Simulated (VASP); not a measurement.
# Ni (P6_3/mmc) in VASP: notebook, part 2 of 2

VASP 6.6.1. Earlier steps stand in the parts before.

## (4) Single point, PBE (volume scaled by 1.04)

The input, INCAR:

```
ALGO = Normal
EDIFF = 1E-7
ENCUT = 520
GGA = PE
ISIF = 2
ISMEAR = -1
LASPH = True
LCHARG = False
LREAL = False
LWAVE = False
NBANDS = 17
NELM = 80
PREC = Accurate
SIGMA = 0.1
```

The input, KPOINTS:

```
k-points
0
Gamma
  16 16 9
```

The input, POSCAR:

```
Ni
1.0
    2.5151041449      0.0000000000      0.0000000000
   -1.2575520724      2.1781440826      0.0000000000
    0.0000000000      0.0000000000      4.1363667502
Ni
2
Direct
    0.3333333333      0.6666666667      0.2500000000
    0.6666666667      0.3333333333      0.7500000000
```

Potentials or basis: VASP PAW PBE potentials, release 64 (Ni).

Command:

```sh
$ cat potpaw_PBE.64/Ni/POTCAR > POTCAR
$ mpirun -np 1 vasp_std > vasp.out
```

OUTCAR:

```text
EDIFF = 1E-7
   ENCUT = 520
   GGA = PE
   ISIF = 2
   ISMEAR = -1
   LASPH = True
   LREAL = False
   NELM = 80
   PREC = Accurate

 ion  position               nearest neighbor table
   1  0.333  0.667  0.250-   2 2.53   2 2.53   2 2.53   2 2.53   2 2.53   2 2.53
   2  0.667  0.333  0.750-   1 2.53   1 2.53   1 2.53   1 2.53   1 2.53   1 2.53

  LATTYP: Found a hexagonal cell.
 ALAT       =     2.5151041449
 C/A-ratio  =     1.6446105258

  Lattice vectors:

 A1 = (   2.5151041449,   0.0000000000,   0.0000000000)
 A2 = (  -1.2575520724,   2.1781440826,   0.0000000000)
 A3 = (   0.0000000000,   0.0000000000,   4.1363667502)

Analysis of symmetry for initial positions (statically):
=====================================================================
 Subroutine PRICEL returns:
 Original cell was already a primitive cell.

 Routine SETGRP: Setting up the symmetry group for a
 hexagonal supercell.

 Subroutine GETGRP returns: Found 24 space group operations
 (whereof 12 operations were pure point group operations)
 out of a pool of 24 trial point group operations.

The static configuration has the point symmetry D_3d.
 The point group associated with its full space group is D_6h.

Analysis of symmetry for dynamics (positions and initial velocities):
=====================================================================
 Subroutine PRICEL returns:
 Original cell was already a primitive cell.

 Routine SETGRP: Setting up the symmetry group for a
 hexagonal supercell.

 Subroutine GETGRP returns: Found 24 space group operations
 (whereof 12 operations were pure point group operations)
 out of a pool of 24 trial point group operations.

The dynamic configuration has the point symmetry D_3d.
 The point group associated with its full space group is D_6h.

 Subroutine INISYM returns: Found 24 space group operations
 (whereof 12 operations are pure point group operations),
 and found     1 'primitive' translations

----------------------------------------------------------------------------------------

                                     Primitive cell

  volume of cell :      22.6601

  direct lattice vectors                    reciprocal lattice vectors
     2.515104145  0.000000000  0.000000000     0.397597850  0.229553226  0.000000000
    -1.257552072  2.178144083  0.000000000     0.000000000  0.459106451  0.000000000
     0.000000000  0.000000000  4.136366750     0.000000000  0.000000000  0.241758060

  length of vectors
     2.515104145  2.515104145  4.136366750     0.459106451  0.459106451  0.241758060

  position of ions in fractional coordinates (direct lattice)
     0.333333333  0.666666667  0.250000000
     0.666666667  0.333333333  0.750000000

  ion indices of the primitive-cell ions
   primitive index   ion index
                 1           1
                 2           2

----------------------------------------------------------------------------------------

 KPOINTS: k-points

Automatic generation of k-mesh.
 Grid dimensions read from file:
 generate k-points for:   16   16    9

 Generating k-lattice:

  Cartesian coordinates                     Fractional coordinates (reciprocal lattice)
     0.024849866  0.014347077  0.000000000     0.062500000 -0.000000000  0.000000000
     0.000000000  0.028694153  0.000000000     0.000000000  0.062500000  0.000000000
     0.000000000  0.000000000  0.026862007     0.000000000  0.000000000  0.111111111

  Length of vectors
     0.028694153  0.028694153  0.026862007

  Shift w.r.t. Gamma in fractional coordinates (k-lattice)
     0.000000000  0.000000000  0.000000000

 Subroutine IBZKPT returns following result:
 ===========================================

 Found    150 irreducible k-points:

 Following reciprocal coordinates:
            Coordinates               Weight
  0.000000  0.000000  0.000000      1.000000
  0.062500 -0.000000  0.000000      6.000000
  0.125000 -0.000000  0.000000      6.000000
  0.187500  0.000000  0.000000      6.000000
  0.250000 -0.000000  0.000000      6.000000
  0.312500 -0.000000  0.000000      6.000000
[... 16 lines left out ...]
  0.187500  0.187500  0.000000      6.000000
  0.250000  0.187500  0.000000     12.000000
 [... further k-points ...]
   k-points           NKPTS =    150   k-points in BZ     NKDIM =    150   number of bands    NBANDS=     17
   number of dos      NEDOS =    301   number of ions     NIONS =      2
   total plane-waves  NPLWV =  12800
   dimension x,y,z NGX =    20 NGY =   20 NGZ =   32
   dimension x,y,z NGXF=    40 NGYF=   40 NGZF=   64
   ions per type =               2
   NGX,Y,Z   is equivalent  to a cutoff of  13.22, 13.22, 12.86 a.u.
   NGXF,Y,Z  is equivalent  to a cutoff of  26.44, 26.44, 25.72 a.u.
 SYSTEM =  unknown system
   PREC   = accura    normal or accurate (medium, high low for compatibility)
   ISTART =      0    job   : 0-new  1-cont  2-samecut
   ICHARG =      2    charge: 1-file 2-atom 10-const
   ISPIN  =      1    spin polarized calculation?
   LNONCOLLINEAR =      F non collinear calculations
   LSORBIT =      F    spin-orbit coupling
   LASPH  =      T    aspherical Exc in radial PAW
   ENCUT  =  520.0 eV  38.22 Ry    6.18 a.u.   4.68  4.68  7.69*2*pi/ulx,y,z
   NELM   =     80;   NELMIN=  2; NELMDL= -5     # of ELM steps
   EDIFF  = 0.1E-06   stopping-criterion for ELM
   LREAL  =      F    real-space projection
   EDIFFG = 0.1E-05   stopping-criterion for IOM
   NSW    =      0    number of steps for IOM
   IBRION =     -1    ionic relax: 0-MD 1-quasi-New 2-CG
   NFREE  =      0    steps in history (QN), initial steepest desc. (CG)
   ISIF   =      2    stress and relaxation
   ISYM   =      2    0-nonsym 1-usesym 2-fastsym
   POTIM  = 0.5000    time-step for ionic-motion
   TEBEG  =    0.0;   TEEND  =   0.0 temperature during run
   PSTRESS=    0.0 pullay stress
   NELECT =      20.0000    total number of electrons
   NUPDOWN=      -1.0000    fix difference up-down
   EMIN   =  10.00;   EMAX   =-10.00  energy-range for DOS
   EFERMI =   0.00;   METHOD = LEGACY
   ISMEAR =    -1;   SIGMA  =   0.10  broadening in eV -4-tet -1-fermi 0-gaus
   EFERMI_NEDOS =   21; number of points for ismear=-14 and -15
   IALGO  =     38    algorithm
   IMIX   =      4    mixing-type and parameters
     AMIX     =   0.40;   BMIX     =  1.00
     AMIX_MAG =   1.60;   BMIX_MAG =  1.00
  volume/ion in A,a.u.               =      11.33        76.46
  Fermi-wavevector in a.u.,A,eV,Ry     =   1.570354  2.967539 33.552135  2.466012
  Thomas-Fermi vector in A             =   2.672100
   LORBIT       =      0    0 simple, 1 ext, 2 COOP (PROOUT), +10 PAW based schemes
   GGA     = PE    functional components
[... 5 lines left out ...]
 non-spin polarized calculation
  energy-cutoff  :      520.00
  volume of cell :       22.66
 maximum number of plane-waves:       622
 NGX is ok and might be reduce to    20
   NGX =  9   NGY =  9   NGZ = 15

 number of electron      20.0000012 magnetization

 Free energy of the ion-electron system (eV)
  ---------------------------------------------------
  ext. energy  EPLUGINS =         0.00000000
  ---------------------------------------------------
  free energy    TOTEN  =       -10.86810241 eV

  energy without entropy =      -10.67227787  energy(sigma->0) =      -10.77019014

 E-fermi :   8.6657     XC(G=0): -13.0147

 val. band max:        8.6653153833   @ k =   0.4375   0.0000   0.0000
 cond. band min:       8.6676827388   @ k =   0.5000  -0.0000   0.0000
 fundamental gap:      0.0023673554
 Fermi energy:         8.6656537664

 k-point     1 :       0.0000    0.0000    0.0000
  band No.  band energies     occupation
      1       0.0652      2.00000
      2       4.4278      2.00000
      3       6.8699      2.00000
      4       6.9541      2.00000
      5       6.9541      2.00000
      6       7.2095      2.00000
[... 9 lines left out ...]
     16      32.7056      0.00000
     17      33.6922      0.00000

 k-point     2 :       0.0625   -0.0000    0.0000
  band No.  band energies     occupation
      1       0.1978      2.00000
      2       4.5119      2.00000
      3       6.7782      2.00000
      4       7.0107      2.00000
      5       7.0294      2.00000
      6       7.1795      2.00000
[... 9 lines left out ...]
     16      31.3582      0.00000
     17      33.7840      0.00000
[... 421 lines left out ...]
 k-point    24 :       0.2500    0.1875    0.0000
  band No.  band energies     occupation
      1       4.1320      2.00000
      2       5.5432      2.00000
      3       5.6217      2.00000
      4       5.9014      2.00000
      5       6.7250      2.00000
      6       7.0806      2.00000
[... 9 lines left out ...]
     16      25.5156      0.00000
     17      26.5778      0.00000

 [... further k-points ...]

------------------------ aborting loop because EDIFF is reached ----------------------------------------

  FORCE on cell =-STRESS in cart. coord.  units (eV):
  Direction    XX          YY          ZZ          XY          YZ          ZX
  --------------------------------------------------------------------------------------
  -------------------------------------------------------------------------------------
  Total       -0.9705165     -0.9705165     -0.9928725     -0.0000000     -0.0000000      0.0000000
  in kB      -68.6201824    -68.6201824    -70.2008639     -0.0000000     -0.0000000      0.0000000
  external PRESSURE =     -69.1470762 kB  Pullay stress =       0.0000000 kB

 VOLUME and BASIS-vectors are now :
 -----------------------------------------------------------------------------
  energy-cutoff  :      520.00
  volume of cell :       22.66
      direct lattice vectors                 reciprocal lattice vectors
     2.515104145  0.000000000  0.000000000     0.397597850  0.229553226  0.000000000
    -1.257552072  2.178144083  0.000000000     0.000000000  0.459106451  0.000000000
     0.000000000  0.000000000  4.136366750     0.000000000  0.000000000  0.241758060

 POSITION                                       TOTAL-FORCE (eV/Angst)
 -----------------------------------------------------------------------------------
     -0.00000      1.45210      1.03409        -0.000000      0.000000      0.000000
      1.25755      0.72605      3.10228         0.000000     -0.000000     -0.000000
 -----------------------------------------------------------------------------------
    total drift:                               -0.000000      0.000000     -0.000000

  FREE ENERGIE OF THE ION-ELECTRON SYSTEM (eV)
  ---------------------------------------------------
  free  energy   TOTEN  =       -10.8681024121 eV

  energy  without entropy=      -10.6722778691  energy(sigma->0) =      -10.77019014
```

OSZICAR:

```text
N       E                     dE             d eps       ncg     rms          rms(c)
DAV:   1     0.873872051054E+02    0.87387E+02   -0.96562E+03  5260   0.170E+03
DAV:   2    -0.988085361824E+01   -0.97268E+02   -0.91667E+02  5124   0.253E+02
DAV:   3    -0.128956627841E+02   -0.30148E+01   -0.29393E+01  5867   0.587E+01
DAV:   4    -0.129296350886E+02   -0.33972E-01   -0.33955E-01  6577   0.533E+00
DAV:   5    -0.129303445204E+02   -0.70943E-03   -0.70941E-03  5832   0.701E-01    0.133E+01
DAV:   6    -0.116713727617E+02    0.12590E+01   -0.11118E+01  5277   0.721E+01    0.893E+00
DAV:   7    -0.108990181327E+02    0.77235E+00   -0.24735E+00  5351   0.306E+01    0.218E+00
DAV:   8    -0.108721231514E+02    0.26895E-01   -0.13949E-02  7819   0.161E+00    0.690E-01
DAV:   9    -0.108680793326E+02    0.40438E-02   -0.10343E-03  7920   0.521E-01    0.739E-02
DAV:  10    -0.108680990408E+02   -0.19708E-04   -0.66432E-05  5454   0.831E-02    0.411E-02
DAV:  11    -0.108681022138E+02   -0.31730E-05   -0.34412E-06  6518   0.187E-02    0.259E-03
DAV:  12    -0.108681023251E+02   -0.11129E-06   -0.39216E-07  5445   0.571E-03    0.210E-03
DAV:  13    -0.108681024121E+02   -0.87036E-07   -0.15671E-08  2833   0.115E-03
   1 F= -.10868102E+02 E0= -.10770190E+02  d E =-.195825E+00
```

Wall time 21 s (1 thread of Intel Xeon 6975P-C (Granite Rapids), shared host); peak memory 0.17 GiB.

Results:

```yaml
Free_energy: -10.8681 eV
Pressure: -6.9 GPa
Band_gap_on_the_k_mesh: zero (band 10 reaches 8.74 eV, above the bottom of band 11 at 8.28 eV)
```

Stress tensor (GPa, compression positive):
```
-6.86  0.00  0.00
 0.00 -6.86  0.00
 0.00  0.00 -7.02
```

Levels at points of the mesh, in eV from the Fermi level:
```tsv
k point	band 7	band 8	band 9	band 10	band 11	band 12	band 13	band 14
(0.00, 0.00, 0.00)	-1.46	-1.06	-1.06	-0.17	-0.16	-0.16	5.66	22.39
(0.50, 0.00, 0.00)	-1.43	-0.04	0.00	0.07	1.51	3.26	9.27	9.74
```

Caveat: the run has no spin polarisation, though such a crystal can be magnetic.

## (5) Single point, PBE (volume scaled by 1.08)

The input, INCAR:

```
SYSTEM = Ni
PREC = Accurate ; ENCUT = 520
EDIFF = 1E-7 ; ISMEAR = -1
SIGMA = 0.1 ; LREAL = .FALSE.
LASPH = .TRUE. ; NELM = 80
ALGO = Normal ; ISIF = 2
LWAVE = .FALSE. ; LCHARG = .FALSE.
GGA = PE ; NBANDS = 17
```

The input, KPOINTS:

```
Automatic mesh
0
G
  16 16 9
  0 0 0
```

The input, POSCAR:

```
Ni
1.0
    2.5469442863      0.0000000000      0.0000000000
   -1.2734721431      2.2057184539      0.0000000000
    0.0000000000      0.0000000000      4.1887313820
Ni
2
Direct
    0.3333333333      0.6666666667      0.2500000000
    0.6666666667      0.3333333333      0.7500000000
```

Potentials or basis: VASP PAW PBE potentials, release 64 (Ni).

Command:

```sh
$ cat potpaw_PBE.64/Ni/POTCAR > POTCAR
$ mpirun -np 1 vasp_std > vasp.out
```

OUTCAR:

```text
SYSTEM = Ni
   PREC = Accurate
   ENCUT = 520
   EDIFF = 1E-7
   ISMEAR = -1
   LREAL = .FALSE.
   LASPH = .TRUE.
   NELM = 80
   ISIF = 2
   GGA = PE

 ion  position               nearest neighbor table
   1  0.333  0.667  0.250-   2 2.56   2 2.56   2 2.56   2 2.56   2 2.56   2 2.56
   2  0.667  0.333  0.750-   1 2.56   1 2.56   1 2.56   1 2.56   1 2.56   1 2.56

  LATTYP: Found a hexagonal cell.
 ALAT       =     2.5469442863
 C/A-ratio  =     1.6446105258

  Lattice vectors:

 A1 = (   2.5469442863,   0.0000000000,   0.0000000000)
 A2 = (  -1.2734721431,   2.2057184539,   0.0000000000)
 A3 = (   0.0000000000,   0.0000000000,   4.1887313820)

Analysis of symmetry for initial positions (statically):
=====================================================================
 Subroutine PRICEL returns:
 Original cell was already a primitive cell.

 Routine SETGRP: Setting up the symmetry group for a
 hexagonal supercell.

 Subroutine GETGRP returns: Found 24 space group operations
 (whereof 12 operations were pure point group operations)
 out of a pool of 24 trial point group operations.

[... 163 lines left out ...]

 E-fermi :   8.1617     XC(G=0): -12.7965

 val. band max:        8.1611598701   @ k =   0.5000   0.0000   0.3333
 cond. band min:       8.1635773537   @ k =   0.3125   0.1250   0.4444
 fundamental gap:      0.0024174836
 Fermi energy:         8.1616508388

 k-point     1 :       0.0000    0.0000    0.0000
  band No.  band energies     occupation
      1      -0.1840      2.00000
      2       4.1202      2.00000
      3       6.4605      2.00000
      4       6.5413      2.00000
      5       6.5413      2.00000
      6       6.7816      2.00000
[... 457 lines left out ...]
      4       5.5470      2.00000
      5       6.3263      2.00000
      6       6.6601      2.00000
[... 9 lines left out ...]
     16      24.6463      0.00000
     17      25.5648      0.00000

 [... further k-points ...]

------------------------ aborting loop because EDIFF is reached ----------------------------------------

  FORCE on cell =-STRESS in cart. coord.  units (eV):
  Direction    XX          YY          ZZ          XY          YZ          ZX
  --------------------------------------------------------------------------------------
  -------------------------------------------------------------------------------------
  Total       -1.8143276     -1.8143276     -1.8395250     -0.0000000      0.0000000      0.0000000
  in kB     -123.5305166   -123.5305166   -125.2461076     -0.0000000      0.0000000      0.0000000
  external PRESSURE =    -124.1023803 kB  Pullay stress =       0.0000000 kB

 VOLUME and BASIS-vectors are now :
 -----------------------------------------------------------------------------
  energy-cutoff  :      520.00
  volume of cell :       23.53
      direct lattice vectors                 reciprocal lattice vectors
     2.546944286  0.000000000  0.000000000     0.392627356  0.226683509  0.000000000
    -1.273472143  2.205718454  0.000000000     0.000000000  0.453367019  0.000000000
     0.000000000  0.000000000  4.188731382     0.000000000  0.000000000  0.238735767

 POSITION                                       TOTAL-FORCE (eV/Angst)
 -----------------------------------------------------------------------------------
     -0.00000      1.47048      1.04718         0.000000      0.000000      0.000000
      1.27347      0.73524      3.14155        -0.000000      0.000000      0.000000
 -----------------------------------------------------------------------------------
    total drift:                               -0.000000      0.000000     -0.000000

  FREE ENERGIE OF THE ION-ELECTRON SYSTEM (eV)
  ---------------------------------------------------
  free  energy   TOTEN  =       -10.8148894723 eV

  energy  without entropy=      -10.6142409749  energy(sigma->0) =      -10.71456522
```

OSZICAR:

```text
N       E                     dE             d eps       ncg     rms          rms(c)
DAV:   1     0.874915625949E+02    0.87492E+02   -0.96633E+03  5260   0.168E+03
DAV:   2    -0.983299315962E+01   -0.97325E+02   -0.91618E+02  5111   0.251E+02
DAV:   3    -0.128270600290E+02   -0.29941E+01   -0.29092E+01  5815   0.581E+01
DAV:   4    -0.128613617624E+02   -0.34302E-01   -0.34287E-01  6459   0.536E+00
DAV:   5    -0.128620453744E+02   -0.68361E-03   -0.68358E-03  5991   0.682E-01    0.129E+01
DAV:   6    -0.117126529425E+02    0.11494E+01   -0.11726E+01  5274   0.732E+01    0.945E+00
DAV:   7    -0.108423518818E+02    0.87030E+00   -0.27403E+00  5383   0.317E+01    0.199E+00
DAV:   8    -0.108190608420E+02    0.23291E-01   -0.14119E-02  7623   0.141E+00    0.667E-01
DAV:   9    -0.108148636700E+02    0.41972E-02   -0.11362E-03  7977   0.579E-01    0.830E-02
DAV:  10    -0.108148864303E+02   -0.22760E-04   -0.82930E-05  5407   0.953E-02    0.442E-02
DAV:  11    -0.108148894076E+02   -0.29772E-05   -0.32752E-06  7036   0.182E-02    0.232E-03
DAV:  12    -0.108148894723E+02   -0.64706E-07   -0.25423E-07  5232   0.518E-03
   1 F= -.10814889E+02 E0= -.10714565E+02  d E =-.200648E+00
```

stdout:

```text
POSCAR found type information on POSCAR Ni
 POSCAR found :  1 types and       2 ions
 scaLAPACK will be used
 LDA part: xc-table for (Slater+PW92), standard interpolation
 POSCAR, INCAR and KPOINTS ok, starting setup
 FFT: planning ... GRIDC
 FFT: planning ... GRID_SOFT
 FFT: planning ... GRID
 WAVECAR not read
 entering main loop
```

Run time: 23 s. Hardware: 1 thread of Intel Xeon 6975P-C (Granite Rapids), shared host; peak memory 0.17 GiB.

Results:

```yaml
Free_energy: -10.8149 eV
Pressure: -12.4 GPa
Band_gap_on_the_k_mesh: zero (band 10 reaches 8.23 eV, above the bottom of band 11 at 7.80 eV)
```

Levels at points of the mesh, in eV from the Fermi level:
```
           k point  band 6  band 7  band 8  band 9  band 10  band 11  band 12  band 13  band 14  band 15
(0.00, 0.00, 0.00)   -1.38   -1.38   -1.01   -1.01    -0.16    -0.16    -0.09     5.41    22.07    23.40
(0.50, 0.00, 0.00)   -1.63   -1.36   -0.05    0.00     0.06     1.47     3.13     9.04     9.45    12.01
```

Caveat: the run has no spin polarisation, though such a crystal can be magnetic.

## (6) Summary

| cell | gap on the mesh (eV) | pressure (GPa) |
| --- | --- | --- |
| a = 2.449, b = 2.449, c = 4.027 Å, angles 90.0, 90.0, 120.0°, 2 atoms | none | 8.8 |
| a = 2.482, b = 2.482, c = 4.083 Å, angles 90.0, 90.0, 120.0°, 2 atoms | none | 0.0 |
| a = 2.515, b = 2.515, c = 4.136 Å, angles 90.0, 90.0, 120.0°, 2 atoms | none | -6.9 |
| a = 2.547, b = 2.547, c = 4.189 Å, angles 90.0, 90.0, 120.0°, 2 atoms | none | -12.4 |

Alike in all rows: task single point; level PBE; potentials or basis VASP PAW PBE potentials, release 64 (Ni); no spin polarisation; k mesh 16 × 16 × 9; cutoff (eV) 520; smearing fermi-dirac 0.1 eV.

Caveats: the run has no spin polarisation, though such a crystal can be magnetic.

Total energies depend on the potentials used, so only differences within one code and one set of settings carry meaning.
